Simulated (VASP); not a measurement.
**NaAl5O2: single point with PBE**

The system is NaAl5O2.

```
Na Al O
1.0
     2.89847    0.00000    0.00000
    -1.44923    2.51015    0.00000
     0.00000    0.00000   29.13037
Na Al O
2 10 4
Direct
  0.66667 0.33333 0.09202
  0.33333 0.66667 0.90798
  0.33333 0.66667 0.18596
  0.00000 0.00000 0.00000
  0.66667 0.33333 0.81404
  0.00000 0.00000 0.26431
  0.00000 0.00000 0.73569
  0.66667 0.33333 0.57861
  0.00000 0.00000 0.50000
  0.33333 0.66667 0.42139
  0.66667 0.33333 0.34205
  0.33333 0.66667 0.65795
  0.00000 0.00000 0.14967
  0.33333 0.66667 0.03474
  0.66667 0.33333 0.96526
  0.00000 0.00000 0.85033
```

```
Program             : VASP 6.6.1
Task                : single point
Functional          : PBE
Potentials or basis : VASP PAW PBE potentials, release 64 (Na_pv, Al, O)
Cutoff              : 520 eV
k mesh              : 12 × 12 × 1
Occupations         : gaussian, width 0.1 eV
Spin                : no spin polarisation
```

* Pressure: 0.0 GPa
* Largest force: 0.014 eV/Å
* Band gap on the k mesh: zero (band 34 reaches 10.40 eV, above the bottom of band 35 at 6.52 eV)

Forces on the atoms (eV/Å):
```
Na   0.000  0.000  0.005
Na   0.000  0.000 -0.005
Al   0.000  0.000 -0.004
Al   0.000  0.000  0.000
Al   0.000  0.000  0.004
Al   0.000  0.000  0.005
Al   0.000  0.000 -0.005
Al   0.000  0.000  0.001
Al   0.000  0.000  0.000
Al   0.000  0.000 -0.001
Al   0.000  0.000  0.000
Al   0.000  0.000  0.000
O    0.000  0.000  0.014
O    0.000  0.000 -0.012
O    0.000  0.000  0.012
O    0.000  0.000 -0.014
```

Levels at points of the mesh, in eV from the Fermi level:
| k point | band 30 | band 31 | band 32 | band 33 | band 34 | band 35 | band 36 | band 37 | band 38 | band 39 |
| --- | --- | --- | --- | --- | --- | --- | --- | --- | --- | --- |
| (0.00, 0.00, 0.00) | -4.32 | -2.97 | -1.48 | -0.18 | 1.18 | 1.27 | 2.73 | 3.06 | 3.96 | 5.02 |
| (0.50, 0.00, 0.00) | -3.68 | -3.21 | -2.73 | -2.01 | -1.82 | -0.99 | -0.69 | 0.17 | 0.50 | 1.86 |

Run time: 2.9 min on 1 thread of Intel(R) Xeon(R) 6975P-C (Granite Rapids), on a shared host, peak memory 0.43 GiB.
